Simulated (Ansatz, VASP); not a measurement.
## Bi4Te: VASP beside Ansatz

```
Bi Te
1.0
     3.42269    1.97609    5.21908
    -3.42269    1.97609    5.21908
     0.00000   -3.95218    5.21908
Bi Te
4 1
Direct
  0.50000 0.50000 0.50000
  0.55831 0.44169 0.00000
  0.00000 0.55831 0.44169
  0.44169 0.00000 0.55831
  0.00000 0.00000 0.00000
```

Alike in both runs: functional PBE; k mesh 6 × 6 × 6; occupations gaussian, width 0.1 eV; no spin polarisation.

Ansatz relaxed the structure, and its values are those at the end. VASP's run is a single point on that final structure, the one shown.

```csv
,VASP,Ansatz
version,VASP 6.6.1,Ansatz 0.2.0
potentials or method,"VASP PAW PBE potentials, release 64 (Bi_d, Te), cutoff 520 eV","scalar-relativistic, plane waves, PAW"
valence electrons in the cell,66,76
```

```tsv
	VASP	Ansatz	Ansatz less VASP
gap on the k mesh at the Fermi level (eV)	none	none	-
pressure (GPa)	-0.1	0.0	+0.05
```

A gap of «none» marks a metal or a gap that the smearing closes. With one functional, cell and mesh, what is left measures potentials, basis and numerics. VASP's potentials hold 66 valence electrons a cell and Ansatz's 76, so a difference there can come from the potentials and not from the codes.

Spin-orbit coupling is off throughout.
